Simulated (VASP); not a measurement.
# La (P6_3/mmc) in VASP: further runs

La is run at these levels: PBEsol; tasks: single point.

Everything below comes from runs of VASP 6.6.1. Logs are shortened: lines on timing, memory, paths and dates and some standing lists are left out, and cuts for length are marked.

**1. The cell of the first run**

The structure is hexagonal, space group P6_3/mmc (No. 194). Conventional cell: a = 3.122 Å, b = 3.122 Å, c = 5.383 Å, α = 90.00°, β = 90.00°, γ = 120.00°. La (site symmetry -6m2) has 12 La at 3.12 to 3.24 Å within 4.1 Å.

**2. Single point, PBEsol**

Input file INCAR:

```
SYSTEM = La
ALGO = Normal
EDIFF = 1E-6
ENCUT = 520
GGA = PS
ISIF = 2
ISMEAR = -1
LASPH = .TRUE.
LCHARG = .TRUE.
LELF = .TRUE.
LREAL = .FALSE.
LVHAR = .TRUE.
LWAVE = .FALSE.
NBANDS = 18
NELM = 60
PREC = Accurate
SIGMA = 0.05
```

Input file KPOINTS:

```
k-points
0
G
  8 8 5
  0 0 0
```

Input file POSCAR:

```
La
1.0
    3.1218397800      0.0000000000      0.0000000000
   -1.5609198900      2.7035925560      0.0000000000
    0.0000000000      0.0000000000      5.3827903848
La
2
Direct
    0.6666666667      0.3333333333      0.7500000000
    0.3333333333      0.6666666667      0.2500000000
```

Potentials or basis: VASP PAW PBE potentials, release 64 (La).

The run is started by

```bash
cat potpaw_PBE.64/La/POTCAR > POTCAR
mpirun -np 1 vasp_std > vasp.out
```

OUTCAR:

```text
SYSTEM = La
   EDIFF = 1E-6
   ENCUT = 520
   GGA = PS
   ISIF = 2
   ISMEAR = -1
   LASPH = .TRUE.
   LREAL = .FALSE.
   NELM = 60
   PREC = Accurate

 ion  position               nearest neighbor table
   1  0.667  0.333  0.750-   2 3.24   2 3.24   2 3.24   2 3.24   2 3.24   2 3.24
   2  0.333  0.667  0.250-   1 3.24   1 3.24   1 3.24   1 3.24   1 3.24   1 3.24

  LATTYP: Found a hexagonal cell.
 ALAT       =     3.1218397800
 C/A-ratio  =     1.7242365926

  Lattice vectors:

 A1 = (   3.1218397800,   0.0000000000,   0.0000000000)
 A2 = (  -1.5609198900,   2.7035925560,   0.0000000000)
 A3 = (   0.0000000000,   0.0000000000,   5.3827903848)

Analysis of symmetry for initial positions (statically):
=====================================================================
 Subroutine PRICEL returns:
 Original cell was already a primitive cell.

 Routine SETGRP: Setting up the symmetry group for a
 hexagonal supercell.

 Subroutine GETGRP returns: Found 24 space group operations
 (whereof 12 operations were pure point group operations)
 out of a pool of 24 trial point group operations.

The static configuration has the point symmetry D_3d.
 The point group associated with its full space group is D_6h.

Analysis of symmetry for dynamics (positions and initial velocities):
=====================================================================
 Subroutine PRICEL returns:
 Original cell was already a primitive cell.

 Routine SETGRP: Setting up the symmetry group for a
 hexagonal supercell.

 Subroutine GETGRP returns: Found 24 space group operations
 (whereof 12 operations were pure point group operations)
 out of a pool of 24 trial point group operations.

The dynamic configuration has the point symmetry D_3d.
 The point group associated with its full space group is D_6h.

 Subroutine INISYM returns: Found 24 space group operations
 (whereof 12 operations are pure point group operations),
 and found     1 'primitive' translations

----------------------------------------------------------------------------------------

                                     Primitive cell

  volume of cell :      45.4317

  direct lattice vectors                    reciprocal lattice vectors
     3.121839780  0.000000000  0.000000000     0.320323934  0.184939110  0.000000000
    -1.560919890  2.703592556  0.000000000     0.000000000  0.369878219  0.000000000
     0.000000000  0.000000000  5.382790385     0.000000000  0.000000000  0.185777251

  length of vectors
     3.121839780  3.121839780  5.382790385     0.369878219  0.369878219  0.185777251

  position of ions in fractional coordinates (direct lattice)
     0.666666667  0.333333333  0.750000000
     0.333333333  0.666666667  0.250000000

  ion indices of the primitive-cell ions
   primitive index   ion index
                 1           1
                 2           2

----------------------------------------------------------------------------------------

 KPOINTS: k-points

Automatic generation of k-mesh.
 Grid dimensions read from file:
 generate k-points for:    8    8    5

 Generating k-lattice:

  Cartesian coordinates                     Fractional coordinates (reciprocal lattice)
     0.040040492  0.023117389  0.000000000     0.125000000  0.000000000  0.000000000
     0.000000000  0.046234777  0.000000000     0.000000000  0.125000000  0.000000000
     0.000000000  0.000000000  0.037155450     0.000000000  0.000000000  0.200000000

  Length of vectors
     0.046234777  0.046234777  0.037155450

  Shift w.r.t. Gamma in fractional coordinates (k-lattice)
     0.000000000  0.000000000  0.000000000

 Subroutine IBZKPT returns following result:
 ===========================================

 Found     30 irreducible k-points:

 Following reciprocal coordinates:
            Coordinates               Weight
  0.000000  0.000000  0.000000      1.000000
  0.125000  0.000000  0.000000      6.000000
  0.250000  0.000000  0.000000      6.000000
  0.375000  0.000000  0.000000      6.000000
  0.500000  0.000000  0.000000      3.000000
  0.125000  0.125000  0.000000      6.000000
[... 16 lines left out ...]
  0.250000  0.000000  0.400000     12.000000
  0.375000  0.000000  0.400000     12.000000
 [... further k-points ...]
   k-points           NKPTS =     30   k-points in BZ     NKDIM =     30   number of bands    NBANDS=     18
   number of dos      NEDOS =    301   number of ions     NIONS =      2
   total plane-waves  NPLWV =  23040
   dimension x,y,z NGX =    24 NGY =   24 NGZ =   40
   dimension x,y,z NGXF=    48 NGYF=   48 NGZF=   80
   ions per type =               2
   NGX,Y,Z   is equivalent  to a cutoff of  12.78, 12.78, 12.35 a.u.
   NGXF,Y,Z  is equivalent  to a cutoff of  25.56, 25.56, 24.71 a.u.
 SYSTEM =  La
   PREC   = accura    normal or accurate (medium, high low for compatibility)
   ISTART =      0    job   : 0-new  1-cont  2-samecut
   ICHARG =      2    charge: 1-file 2-atom 10-const
   ISPIN  =      1    spin polarized calculation?
   LNONCOLLINEAR =      F non collinear calculations
   LSORBIT =      F    spin-orbit coupling
   LASPH  =      T    aspherical Exc in radial PAW
   ENCUT  =  520.0 eV  38.22 Ry    6.18 a.u.   5.80  5.80 10.01*2*pi/ulx,y,z
   NELM   =     60;   NELMIN=  2; NELMDL= -5     # of ELM steps
   EDIFF  = 0.1E-05   stopping-criterion for ELM
   LREAL  =      F    real-space projection
[... 7 lines left out ...]
   TEBEG  =    0.0;   TEEND  =   0.0 temperature during run
   PSTRESS=    0.0 pullay stress
   NELECT =      22.0000    total number of electrons
   NUPDOWN=      -1.0000    fix difference up-down
   EMIN   =  10.00;   EMAX   =-10.00  energy-range for DOS
   EFERMI =   0.00;   METHOD = LEGACY
   ISMEAR =    -1;   SIGMA  =   0.05  broadening in eV -4-tet -1-fermi 0-gaus
   EFERMI_NEDOS =   21; number of points for ismear=-14 and -15
   IALGO  =     38    algorithm
   IMIX   =      4    mixing-type and parameters
     AMIX     =   0.40;   BMIX     =  1.00
     AMIX_MAG =   1.60;   BMIX_MAG =  1.00
  volume/ion in A,a.u.               =      22.72       153.29
  Fermi-wavevector in a.u.,A,eV,Ry     =   1.285571  2.429376 22.486239  1.652692
  Thomas-Fermi vector in A             =   2.417697
   LORBIT       =      0    0 simple, 1 ext, 2 COOP (PROOUT), +10 PAW based schemes
   GGA     = PS    functional components
   LHFCALC =     F    Hartree Fock is set to
   AEXX    =    0.0000 exact exchange contribution
   IVDW    =     0    specifies the selected vdW correction
   LEPSILON=     F    determine dielectric tensor
   LRPA    =     F    only Hartree local field effects (RPA)
 non-spin polarized calculation
  energy-cutoff  :      520.00
  volume of cell :       45.43
 maximum number of plane-waves:      1237
 NGX is ok and might be reduce to    24
   NGX = 11   NGY = 11   NGZ = 21

 number of electron      21.9999998 magnetization

 Free energy of the ion-electron system (eV)
  ---------------------------------------------------
  ext. energy  EPLUGINS =         0.00000000
  ---------------------------------------------------
  free energy    TOTEN  =        -9.53632527 eV

  energy without entropy =       -9.51910359  energy(sigma->0) =       -9.52771443

 E-fermi :  13.6215     XC(G=0): -11.8853

 val. band max:       13.6166424510   @ k =   0.1250   0.0000   0.0000
 cond. band min:      13.6997505124   @ k =   0.5000   0.0000   0.2000
 fundamental gap:      0.0831080614
 Fermi energy:        13.6214886710

 k-point     1 :       0.0000    0.0000    0.0000
  band No.  band energies     occupation
      1     -19.4493      2.00000
      2     -18.5099      2.00000
      3      -4.9819      2.00000
      4      -0.5576      2.00000
      5      -0.5576      2.00000
      6      -0.4884      2.00000
[... 10 lines left out ...]
     17      15.9797      0.00000
     18      16.0546      0.00000

 k-point     2 :       0.1250    0.0000    0.0000
  band No.  band energies     occupation
      1     -19.3089      2.00000
      2     -18.4147      2.00000
      3      -4.7827      2.00000
      4      -1.3610      2.00000
      5      -0.8158      2.00000
      6      -0.7856      2.00000
[... 10 lines left out ...]
     17      15.9667      0.00000
     18      16.2265      0.00000

 k-point     3 :       0.2500    0.0000    0.0000
  band No.  band energies     occupation
      1     -18.9354      2.00000
      2     -18.1848      2.00000
      3      -4.2235      2.00000
      4      -2.9932      2.00000
      5      -2.3615      2.00000
      6      -1.2555      2.00000
[... 10 lines left out ...]
     17      16.3891      0.00000
     18      16.5156      0.00000

 k-point     4 :       0.3750    0.0000    0.0000
  band No.  band energies     occupation
      1     -18.4837      2.00000
      2     -17.9755      2.00000
      3      -4.3730      2.00000
      4      -3.7097      2.00000
      5      -3.4486      2.00000
      6      -1.6596      2.00000
[... 375 lines left out ...]
      4      -2.3636      2.00000
      5      -1.0921      2.00000
      6      -0.8462      2.00000
[... 10 lines left out ...]
     17      16.1293      0.00000
     18      16.2903      0.00000

 k-point    23 :       0.2500    0.0000    0.4000
  band No.  band energies     occupation
      1     -18.6933      2.00000
      2     -18.4622      2.00000
      3      -3.6521      2.00000
      4      -3.1204      2.00000
      5      -2.1685      2.00000
      6      -1.4608      2.00000
[... 10 lines left out ...]
     17      16.1982      0.00000
     18      16.3800      0.00000

 k-point    24 :       0.3750    0.0000    0.4000
  band No.  band energies     occupation
      1     -18.3140      2.00000
      2     -18.1571      2.00000
      3      -4.5479      2.00000
      4      -4.3094      2.00000
      5      -2.1511      2.00000
      6      -1.4690      2.00000
[... 10 lines left out ...]
     17      16.4182      0.00000
     18      16.5557      0.00000

 [... further k-points ...]

------------------------ aborting loop because EDIFF is reached ----------------------------------------

  FORCE on cell =-STRESS in cart. coord.  units (eV):
  Direction    XX          YY          ZZ          XY          YZ          ZX
  --------------------------------------------------------------------------------------
  -------------------------------------------------------------------------------------
  Total        5.7757361      5.7757361      5.7573966      0.0000000     -0.0000000      0.0000000
  in kB      203.6847924    203.6847924    203.0380383      0.0000000     -0.0000000      0.0000000
  external PRESSURE =     203.4692077 kB  Pullay stress =       0.0000000 kB

 VOLUME and BASIS-vectors are now :
 -----------------------------------------------------------------------------
  energy-cutoff  :      520.00
  volume of cell :       45.43
      direct lattice vectors                 reciprocal lattice vectors
     3.121839780  0.000000000  0.000000000     0.320323934  0.184939110  0.000000000
    -1.560919890  2.703592556  0.000000000     0.000000000  0.369878219  0.000000000
     0.000000000  0.000000000  5.382790385     0.000000000  0.000000000  0.185777251

 POSITION                                       TOTAL-FORCE (eV/Angst)
 -----------------------------------------------------------------------------------
      1.56092      0.90120      4.03709        -0.000000      0.000000      0.000000
     -0.00000      1.80240      1.34570         0.000000     -0.000000      0.000000
 -----------------------------------------------------------------------------------
    total drift:                               -0.000000      0.000000     -0.000000

  FREE ENERGIE OF THE ION-ELECTRON SYSTEM (eV)
  ---------------------------------------------------
  free  energy   TOTEN  =        -9.5363252687 eV

  energy  without entropy=       -9.5191035867  energy(sigma->0) =       -9.52771443
```

Wall time 20 s (1 thread of Intel Xeon Platinum 8488C (Sapphire Rapids), shared host); peak memory 0.17 GiB.

What came out:

| Item | Value |
| --- | --- |
| Free energy | -9.5363 eV |
| Pressure | 20.3 GPa |
| Band gap on the k mesh | zero (bands 11 and 12 overlap by 2.22 eV) |

Levels at points of the mesh, in eV from the Fermi level:
| k point | band 7 | band 8 | band 9 | band 10 | band 11 | band 12 | band 13 | band 14 | band 15 | band 16 |
| --- | --- | --- | --- | --- | --- | --- | --- | --- | --- | --- |
| (0.00, 0.00, 0.00) | -13.69 | -13.69 | -1.98 | -1.78 | 0.51 | 1.66 | 1.66 | 1.76 | 1.84 | 1.95 |
| (0.50, 0.00, 0.00) | -15.15 | -14.49 | -3.16 | -2.37 | -1.42 | 1.59 | 1.72 | 1.93 | 1.95 | 2.55 |

Caveat: the cell stands under pressure; the PAW data sets were made with another functional, which shifts forces and pressure a little; spin-orbit coupling is left out, which moves the levels of the heavy elements.

**3. Single point, PBEsol**

This run uses another cell than the first one, of 26.01 Å³/atom.

Input file INCAR:

```
SYSTEM = La
PREC = Accurate ; ENCUT = 520
EDIFF = 1E-6 ; ISMEAR = -1
SIGMA = 0.05 ; LREAL = .False.
LASPH = .True. ; NELM = 60
ALGO = Normal ; ISIF = 2
LWAVE = .False. ; LCHARG = .True.
GGA = PS ; LELF = .True.
LVHAR = .True. ; NBANDS = 18
```

Input file KPOINTS:

```
regular mesh
0
Gamma
  8 8 5
  0 0 0
```

Input file POSCAR:

```
La
1.0
    3.2872331751      0.0000000000      0.0000000000
   -1.6436165875      2.8468274378      0.0000000000
    0.0000000000      0.0000000000      5.5591985628
La
2
Direct
    0.6666666667      0.3333333333      0.7500000000
    0.3333333333      0.6666666667      0.2500000000
```

Potentials or basis: VASP PAW PBE potentials, release 64 (La).

The run is started by

```bash
cat potpaw_PBE.64/La/POTCAR > POTCAR
mpirun -np 1 vasp_std > vasp.out
```

It took 21 s on 1 thread of Intel Xeon Platinum 8488C (Sapphire Rapids), shared host; peak memory 0.18 GiB.

Results (log left out):

```
Free energy            : -10.1443 eV
Pressure               : 10.2 GPa
Band gap on the k mesh : zero (bands 11 and 12 overlap by 1.72 eV)
```

Levels at points of the mesh, in eV from the Fermi level:
```csv
k point,band 8,band 9,band 10,band 11,band 12,band 13,band 14,band 15
"(0.00, 0.00, 0.00)",-14.39,-2.49,-2.05,0.79,1.56,1.56,1.79,1.89
"(0.50, 0.00, 0.00)",-14.92,-2.66,-1.99,-1.34,1.56,1.67,1.76,1.90
```

Caveat: the cell stands under pressure; the PAW data sets were made with another functional, which shifts forces and pressure a little; spin-orbit coupling is left out, which moves the levels of the heavy elements.

**4. Single point, PBEsol**

This run uses another cell than the first one, of 29.34 Å³/atom.

Input file INCAR:

```
PREC = Accurate
ENCUT = 520
EDIFF = 1E-6
ISMEAR = -1
SIGMA = 0.05
LREAL = F
LASPH = T
NELM = 80
ALGO = Normal
ISIF = 2
LWAVE = F
LCHARG = T
GGA = PS
LELF = T
LVHAR = T
NBANDS = 18
```

Input file KPOINTS:

```
Automatic mesh
0
Gamma
  8 8 5
```

Input file POSCAR:

```
La
1.0
    3.4502030957      0.0000000000      0.0000000000
   -1.7251015479      2.9879635291      0.0000000000
    0.0000000000      0.0000000000      5.6920420620
La
2
Direct
    0.6666666667      0.3333333333      0.7500000000
    0.3333333333      0.6666666667      0.2500000000
```

The run is started by

```bash
cat potpaw_PBE.64/La/POTCAR > POTCAR
mpirun -np 1 vasp_std > vasp.out
```

It took 31 s on 1 thread of Intel Xeon Platinum 8488C (Sapphire Rapids), shared host; peak memory 0.19 GiB.

Results (log left out):

- Free energy: -10.4603 eV
- Pressure: 5.1 GPa
- Band gap on the k mesh: zero (bands 11 and 12 overlap by 1.60 eV)

Levels at points of the mesh, in eV from the Fermi level:
```csv
k point,band 8,band 9,band 10,band 11,band 12,band 13,band 14,band 15
"(0.00, 0.00, 0.00)",-14.91,-2.89,-2.02,1.01,1.47,1.47,1.77,1.90
"(0.50, 0.00, 0.00)",-15.27,-2.26,-1.64,-1.25,1.38,1.67,1.68,1.79
```

Caveat: the cell stands under pressure; the PAW data sets were made with another functional, which shifts forces and pressure a little; spin-orbit coupling is left out, which moves the levels of the heavy elements.

**5. Single point, PBEsol**

This run uses another cell than the first one, of 32.09 Å³/atom.

Input file INCAR:

```
SYSTEM = La
PREC     = Accurate       ! precision mode
ENCUT    = 520            ! plane-wave cutoff, eV
EDIFF    = 1E-7           ! SCF threshold, eV
ISMEAR   = -1             ! smearing method
SIGMA    = 0.05           ! smearing width, eV
LREAL    = .FALSE.        ! projectors in reciprocal space
LASPH    = .TRUE.         ! aspherical terms in the spheres
NELM     = 100            ! most SCF steps
ALGO     = Normal         ! electronic algorithm
ISIF     = 2              ! what is computed and relaxed
LWAVE    = .FALSE.        ! write WAVECAR
LCHARG   = .TRUE.         ! write CHGCAR
GGA      = PS             ! functional
LELF     = .TRUE.         ! ELF
LVHAR    = .TRUE.       
NBANDS   = 18             ! bands
```

Input file KPOINTS:

```
Automatic mesh
0
G
  8 8 5
  0 0 0
```

Input file POSCAR:

```
La
1.0
    3.5591975630      0.0000000000      0.0000000000
   -1.7795987815      3.0823555066      0.0000000000
    0.0000000000      0.0000000000      5.8506344683
La
2
Direct
    0.6666666667      0.3333333333      0.7500000000
    0.3333333333      0.6666666667      0.2500000000
```

The run is started by

```bash
cat potpaw_PBE.64/La/POTCAR > POTCAR
mpirun -np 1 vasp_std > vasp.out
```

Run time: 43 s. Hardware: 1 thread of Intel Xeon Platinum 8488C (Sapphire Rapids), shared host; peak memory 0.2 GiB.

Results (log left out):

| Item | Value |
| --- | --- |
| Free energy | -10.5822 eV |
| Pressure | 2.1 GPa |
| Band gap on the k mesh | zero (bands 11 and 12 overlap by 1.49 eV) |

Levels at points of the mesh, in eV from the Fermi level:
```
           k point  band 8  band 9  band 10  band 11  band 12  band 13  band 14  band 15
(0.00, 0.00, 0.00)  -15.24   -3.07    -1.93     1.07     1.44     1.44     1.72     1.83
(0.50, 0.00, 0.00)  -15.52   -1.98    -1.43    -1.22     1.36     1.52     1.61     1.65
```

Caveat: the PAW data sets were made with another functional, which shifts forces and pressure a little; spin-orbit coupling is left out, which moves the levels of the heavy elements.

(Continued in part 2 of 2.)

The gap in the log of VASP goes by the Fermi energy; the results here count the filled bands.